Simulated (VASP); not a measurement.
Input of a VASP 6.6.1 run:

INCAR

```
SYSTEM = AlCo
ALGO = Normal
EDIFF = 1E-6
EDIFFG = -0.005
ENCUT = 600
GGA = PE
IBRION = 2
ISIF = 3
ISMEAR = -1
LASPH = .TRUE.
LCHARG = .FALSE.
LREAL = .FALSE.
LWAVE = .FALSE.
NELM = 100
NSW = 32
PREC = Accurate
PSTRESS = 0.3
SIGMA = 0.1
```

File KPOINTS:

```
k-points
0
G
  14 14 12
  0 0 0
```

File POSCAR:

```
AlCo
1.0
    2.7289884087      0.0000000000      0.0000000000
   -1.3644942044      2.3633732886      0.0000000000
    0.0000000000      0.0000000000      3.7883646673
Co Al
1 1
Direct
    0.0000000000      0.0000000000      0.0000000000
    0.3333333333      0.6666666667      0.5000000000
```

Potentials or basis: VASP PAW PBE potentials, release 64 (Co, Al).

The run is started by

```sh
$ cat potpaw_PBE.64/Co/POTCAR potpaw_PBE.64/Al/POTCAR > POTCAR
$ mpirun -np 1 vasp_std > vasp.out
```

Q: What does it give for the band gap on the k mesh?

A: Zero (bands 6 and 7 overlap by 1.57 eV).

Final structure:
```yaml
crystal:
  lattice:
    - [2.73092, 0.00000, 0.00000]
    - [-1.36546, 2.36504, 0.00000]
    - [0.00000, 0.00000, 3.78289]
  atoms:
    - { symbol: Co, position: [0.00000, 0.00000, 0.00000] }
    - { symbol: Al, position: [0.33333, 0.66667, 0.50000] }
```

Caveat: the cell is relaxed towards a set pressure, so the run minimises the enthalpy, not the energy; the run has no spin polarisation, though such a crystal can be magnetic. Spin polarisation is off, so any magnetic state and its effect on volume and gap are missing.
